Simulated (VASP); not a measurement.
CuO, 4 atoms in the cell. Symmetry: Cccm, No. 66, orthorhombic system. Conventional cell: a = 3.982 Å, b = 4.307 Å, c = 5.156 Å, α = 90.00°, β = 90.00°, γ = 90.00°. Within 2.6 Å of Cu (site symmetry 2/m) lie 4 O at 1.95 Å. Within 2.6 Å of O (site symmetry 222) lie 4 Cu at 1.95 Å and 2 O at 2.58 Å. 

```yaml
Program: VASP 6.6.1
Task: single point
Functional: RPBE
Potentials_or_basis: VASP PAW PBE potentials, release 64 (Cu_sv_GW, O)
Cutoff: 820 eV
k_mesh: 9 × 9 × 5
Occupations: fermi-dirac, width 0.05 eV
Spin: no spin polarisation
Dipole_correction: no
Further_INCAR_settings: ALGO = Normal; EDIFF = 1e-06; NBANDS = 33
```

Potentials or basis: VASP PAW PBE potentials, release 64 (Cu_sv_GW, O).

The run is started by

```bash
$ cat potpaw_PBE.64/Cu_sv_GW/POTCAR potpaw_PBE.64/O/POTCAR > POTCAR
$ mpirun -np 1 vasp_std > vasp.out
```

Hardware: 1 thread of Intel(R) Xeon(R) 6975P-C (Granite Rapids) (shared host).

Task: Estimate the wall time of this run.

Result: Wall time 100 s on 1 thread of Intel(R) Xeon(R) 6975P-C (Granite Rapids), with other jobs on the host, peak memory 0.34 GiB. Counts: scf iterations 15, k points 75.
